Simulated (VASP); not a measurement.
SrTiO3: single point with PBE+U

Crystal: SrTiO3.

```
CELL_PARAMETERS angstrom
3.98619 0.00000 0.00000
0.00000 3.98619 0.00000
0.00000 0.00000 3.98619
ATOMIC_POSITIONS crystal
Sr 0.50000 0.50000 0.50000
Ti 0.00000 0.00000 0.00000
O 0.50000 0.00000 0.00000
O 0.00000 0.50000 0.00000
O 0.00000 0.00000 0.50000
```

```yaml
Program: VASP 6.6.1
Task: single point
Functional: PBE
Potentials_or_basis: VASP PAW PBE potentials, release 64 (Sr_sv, Ti_sv, O)
Cutoff: 520 eV
k_mesh: 8 × 8 × 8
Occupations: gaussian, width 0.02 eV
Spin: no spin polarisation
Hubbard_terms: Ti d U = 4.0 eV
Dipole_correction: no
Further_INCAR_settings: ALGO = Normal; EDIFF = 1e-06; NBANDS = 28
```

```
Pressure               : -2.2 GPa
Band gap on the k mesh : 2.24 eV (least direct gap 2.68 eV)
```

Levels at points of the mesh, in eV from the valence-band top:
| k point | band 18 | band 19 | band 20 | band 21 | band 22 | band 23 |
| --- | --- | --- | --- | --- | --- | --- |
| (0.00, 0.00, 0.00) | -0.44 | -0.44 | -0.44 | 2.24 | 2.24 | 2.24 |
| (0.50, 0.00, 0.00) | -1.82 | -0.80 | -0.80 | 2.41 | 3.92 | 3.92 |
| (0.50, 0.50, 0.00) | -1.53 | -1.53 | -0.08 | 3.94 | 3.94 | 4.38 |
| (0.50, 0.50, 0.50) | 0.00 | 0.00 | 0.00 | 4.56 | 4.56 | 4.56 |

Eigenvalues of the final occupation matrices:
```
    site  spin  trace               eigenvalues
site 2 d     1   0.78  0.10 0.10 0.10 0.24 0.24
site 2 d     2   0.78  0.10 0.10 0.10 0.24 0.24
```

Run time: 2.3 min on 1 thread of Intel Xeon 8259CL, on a shared host, peak memory 0.21 GiB.

A k mesh can miss the band edges.
